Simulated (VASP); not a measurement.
# KCl (I4/mmm) in VASP: notebook, part 3 of 3

VASP 6.6.1. Earlier steps stand in the parts before.

**4. Electric field gradients, PBEsol (zz strain of +2 %)**

File INCAR:

```
SYSTEM = KCl
  PREC = Accurate
  ENCUT = 520
  EDIFF = 1E-8
  ISMEAR = -1
  SIGMA = 0.03
  LREAL = .FALSE.
  LASPH = .TRUE.
  NELM = 100
  ALGO = Normal
  ISIF = 2
  LWAVE = .FALSE.
  LCHARG = .FALSE.
  GGA = PS
  LEFG = .TRUE.
  NBANDS = 15
```

File KPOINTS:

```
Automatic mesh
0
G
  7 7 7
  0 0 0
```

File POSCAR:

```
KCl
1.0
    0.0000000000      3.1561000000      3.2192220000
    3.1561000000      0.0000000000      3.2192220000
    3.1561000000      3.1561000000      0.0000000000
K Cl
1 1
Direct
    0.0000000000      0.0000000000      0.0000000000
    0.5000000000      0.5000000000      0.5000000000
```

Potentials or basis: VASP PAW PBE potentials, release 64 (K_sv, Cl).

Command:

```
$ cat potpaw_PBE.64/K_sv/POTCAR potpaw_PBE.64/Cl/POTCAR > POTCAR
$ mpirun -np 1 vasp_std > vasp.out
```

OUTCAR:

```text
SYSTEM = KCl
   PREC = Accurate
   ENCUT = 520
   EDIFF = 1E-8
   ISMEAR = -1
   LREAL = .FALSE.
   LASPH = .TRUE.
   NELM = 100
   ISIF = 2
   GGA = PS

 ion  position               nearest neighbor table
   1  0.000  0.000  0.000-   2 3.16   2 3.16   2 3.16   2 3.16   2 3.22   2 3.22
   2  0.500  0.500  0.500-   1 3.16   1 3.16   1 3.16   1 3.16   1 3.22   1 3.22

  LATTYP: Found a body centered tetragonal cell.
 ALAT       =     4.4633994242
 C/A-ratio  =     1.4424978336

  Lattice vectors:

 A1 = (  -3.1561000000,   0.0000000000,   3.2192220000)
 A2 = (   3.1561000000,   0.0000000000,   3.2192220000)
 A3 = (   0.0000000000,   3.1561000000,  -3.2192220000)

Analysis of symmetry for initial positions (statically):
=====================================================================
 Subroutine PRICEL returns:
 Original cell was already a primitive cell.

 Routine SETGRP: Setting up the symmetry group for a
 body centered tetragonal supercell.

 Subroutine GETGRP returns: Found 16 space group operations
 (whereof 16 operations were pure point group operations)
 out of a pool of 16 trial point group operations.

The static configuration has the point symmetry D_4h.

Analysis of symmetry for dynamics (positions and initial velocities):
=====================================================================
 Subroutine PRICEL returns:
 Original cell was already a primitive cell.

 Routine SETGRP: Setting up the symmetry group for a
 body centered tetragonal supercell.

 Subroutine GETGRP returns: Found 16 space group operations
 (whereof 16 operations were pure point group operations)
 out of a pool of 16 trial point group operations.

The dynamic configuration has the point symmetry D_4h.

 Subroutine INISYM returns: Found 16 space group operations
 (whereof 16 operations are pure point group operations),
 and found     1 'primitive' translations

----------------------------------------------------------------------------------------

                                     Primitive cell

  volume of cell :      64.1331

  direct lattice vectors                    reciprocal lattice vectors
     0.000000000  3.156100000  3.219222000    -0.158423371  0.158423371  0.155317030
     3.156100000  0.000000000  3.219222000     0.158423371 -0.158423371  0.155317030
     3.156100000  3.156100000  0.000000000     0.158423371  0.158423371 -0.155317030

  length of vectors
     4.508254373  4.508254373  4.463399424     0.272615679  0.272615679  0.272615679

  position of ions in fractional coordinates (direct lattice)
     0.000000000  0.000000000  0.000000000
     0.500000000  0.500000000  0.500000000

  ion indices of the primitive-cell ions
   primitive index   ion index
                 1           1
                 2           2

----------------------------------------------------------------------------------------

 KPOINTS: Automatic mesh

Automatic generation of k-mesh.
 Grid dimensions read from file:
[... 84 lines left out ...]
     AMIX     =   0.40;   BMIX     =  1.00
     AMIX_MAG =   1.60;   BMIX_MAG =  1.00
  volume/ion in A,a.u.               =      32.07       216.40
  Fermi-wavevector in a.u.,A,eV,Ry     =   1.030593  1.947539 14.451057  1.062123
  Thomas-Fermi vector in A             =   2.164699
   LORBIT       =      0    0 simple, 1 ext, 2 COOP (PROOUT), +10 PAW based schemes
   GGA     = PS    functional components
   LHFCALC =     F    Hartree Fock is set to
   AEXX    =    0.0000 exact exchange contribution
   IVDW    =     0    specifies the selected vdW correction
   LEPSILON=     F    determine dielectric tensor
   LRPA    =     F    only Hartree local field effects (RPA)
 non-spin polarized calculation
  energy-cutoff  :      520.00
  volume of cell :       64.13
 maximum number of plane-waves:      1750
 NGX is ok and might be reduce to    36
   NGX = 17   NGY = 17   NGZ = 17

 number of electron      15.9999999 magnetization

 Free energy of the ion-electron system (eV)
  ---------------------------------------------------
  ext. energy  EPLUGINS =         0.00000000
  ---------------------------------------------------
  free energy    TOTEN  =        -7.01420303 eV

  energy without entropy =       -7.01420303  energy(sigma->0) =       -7.01420303

 E-fermi :  -1.2840     XC(G=0):  -7.5945

 val. band max:       -2.0131788201   @ k =   0.0000   0.0000   0.0000
 cond. band min:       2.9158076521   @ k =   0.0000   0.0000   0.0000
 fundamental gap:      4.9289864722
 Fermi energy:        -1.2840200966

 k-point     1 :       0.0000    0.0000    0.0000
  band No.  band energies     occupation
      1     -29.1317      2.00000
      2     -14.0757      2.00000
      3     -12.6582      2.00000
      4     -12.6569      2.00000
      5     -12.6569      2.00000
      6      -2.0231      2.00000
      7      -2.0132      2.00000
      8      -2.0132      2.00000
      9       2.9158      0.00000
     10       6.1823      0.00000
     11       6.3095      0.00000
     12       6.3095      0.00000
     13       7.0903      0.00000
     14       7.1791      0.00000
[... 401 lines left out ...]
      2     -14.1455      2.00000
      3     -12.7153      2.00000
      4     -12.6959      2.00000
      5     -12.5320      2.00000
      6      -2.7879      2.00000
      7      -2.4017      2.00000
      8      -2.3345      2.00000
      9       5.6049      0.00000
     10       5.9666      0.00000
     11       7.6106      0.00000
     12       8.0838      0.00000
     13       8.6788      0.00000
     14       9.2081      0.00000
     15       9.6543      0.00000

 [... further k-points ...]

------------------------ aborting loop because EDIFF is reached ----------------------------------------

  FORCE on cell =-STRESS in cart. coord.  units (eV):
  Direction    XX          YY          ZZ          XY          YZ          ZX
  --------------------------------------------------------------------------------------
  -------------------------------------------------------------------------------------
  Total       -0.2504548     -0.2504548     -0.4600109      0.0000000      0.0000000      0.0000000
  in kB       -6.2568757     -6.2568757    -11.4920182      0.0000000      0.0000000      0.0000000
  external PRESSURE =      -8.0019232 kB  Pullay stress =       0.0000000 kB

 VOLUME and BASIS-vectors are now :
 -----------------------------------------------------------------------------
  energy-cutoff  :      520.00
  volume of cell :       64.13
      direct lattice vectors                 reciprocal lattice vectors
     0.000000000  3.156100000  3.219222000    -0.158423371  0.158423371  0.155317030
     3.156100000  0.000000000  3.219222000     0.158423371 -0.158423371  0.155317030
     3.156100000  3.156100000  0.000000000     0.158423371  0.158423371 -0.155317030

 POSITION                                       TOTAL-FORCE (eV/Angst)
 -----------------------------------------------------------------------------------
      0.00000      0.00000      0.00000        -0.000000      0.000000      0.000000
      3.15610      3.15610      3.21922         0.000000     -0.000000      0.000000
 -----------------------------------------------------------------------------------
    total drift:                                0.000000      0.000000      0.000000

  FREE ENERGIE OF THE ION-ELECTRON SYSTEM (eV)
  ---------------------------------------------------
  free  energy   TOTEN  =        -7.0142030261 eV

  energy  without entropy=       -7.0142030261  energy(sigma->0) =       -7.01420303

 Electric field gradients (V/A^2)
---------------------------------------------------------------------
 ion       V_xx      V_yy      V_zz      V_xy      V_xz      V_yz
---------------------------------------------------------------------
   1      -1.688    -1.688     3.375    -0.000    -0.000    -0.000
   2      -0.767    -0.767     1.533    -0.000    -0.000    -0.000
---------------------------------------------------------------------

 Electric field gradients after diagonalization (V/A^2)
 (convention: |V_zz| > |V_xx| > |V_yy|)
----------------------------------------------------------------------
 ion       V_xx      V_yy      V_zz     asymmetry (V_yy - V_xx)/ V_zz
----------------------------------------------------------------------
   1      -1.688    -1.687     3.375       0.000
   2      -0.767    -0.767     1.533       0.000
----------------------------------------------------------------------

           NMR quadrupolar parameters

 Cq : quadrupolar parameter    Cq=e*Q*V_zz/h
 eta: asymmetry parameters     (V_yy - V_xx)/ V_zz
 Q  : nuclear electric quadrupole moment in mb (millibarn)
----------------------------------------------------------------------
 ion       Cq(MHz)       eta       Q (mb)
----------------------------------------------------------------------
   1       0.008       0.000       1.000
   2       0.004       0.000       1.000
----------------------------------------------------------------------
```

OSZICAR:

```text
N       E                     dE             d eps       ncg     rms          rms(c)
DAV:   1     0.102633714232E+03    0.10263E+03   -0.69302E+03  1200   0.942E+02
DAV:   2    -0.584619549770E+00   -0.10322E+03   -0.94250E+02  1583   0.235E+02
DAV:   3    -0.702139809862E+01   -0.64368E+01   -0.63947E+01  1683   0.517E+01
DAV:   4    -0.726861739994E+01   -0.24722E+00   -0.24718E+00  1800   0.900E+00
DAV:   5    -0.727090745088E+01   -0.22901E-02   -0.22900E-02  1712   0.948E-01    0.308E+00
DAV:   6    -0.701692639028E+01    0.25398E+00   -0.35977E-01  1522   0.315E+00    0.252E+00
DAV:   7    -0.700256603224E+01    0.14360E-01   -0.81184E-02  1655   0.167E+00    0.147E+00
DAV:   8    -0.701304968856E+01   -0.10484E-01   -0.15523E-02  1624   0.915E-01    0.201E-01
DAV:   9    -0.701359169764E+01   -0.54201E-03   -0.85469E-04  1557   0.183E-01    0.970E-02
DAV:  10    -0.701419036307E+01   -0.59867E-03   -0.60336E-04  1249   0.150E-01    0.242E-02
DAV:  11    -0.701419965346E+01   -0.92904E-05   -0.25719E-05  1754   0.295E-02    0.160E-02
DAV:  12    -0.701420296000E+01   -0.33065E-05   -0.85266E-06  1340   0.158E-02    0.648E-03
DAV:  13    -0.701420301686E+01   -0.56857E-07   -0.75448E-07  1445   0.558E-03    0.512E-04
DAV:  14    -0.701420302612E+01   -0.92650E-08   -0.66027E-08  1536   0.162E-03
   1 F= -.70142030E+01 E0= -.70142030E+01  d E =-.929959E-12
```

Wall time 47 s (1 thread of Intel Xeon 8259CL, shared host); peak memory 0.22 GiB.

Results:

| Item | Value |
| --- | --- |
| Free energy | -7.0142 eV |
| Pressure | -0.8 GPa |
| Band gap on the k mesh | 4.93 eV |
| Largest electric field gradient by atom | K +3.4; Cl +1.5 V/Å² |

Levels at points of the mesh, in eV from the valence-band top:
```tsv
k point	band 6	band 7	band 8	band 9	band 10	band 11
(0.00, 0.00, 0.00)	-0.01	0.00	0.00	4.93	8.20	8.32
```

Electric field gradients, principal values (V/Å²):
```tsv
atom	least	middle	greatest (by size)
1 K	-1.687	-1.688	3.375
2 Cl	-0.767	-0.767	1.533
```

Caveat: the cell differs from its parent crystal (zz strain of +2 %); without QUAD_EFG the Cq values of the log hold for a quadrupole moment of 1 mb, not for the nuclei; the PAW data sets were made with another functional, which shifts forces and pressure a little; an odd mesh through Γ misses points on the zone boundary, where band edges can lie.
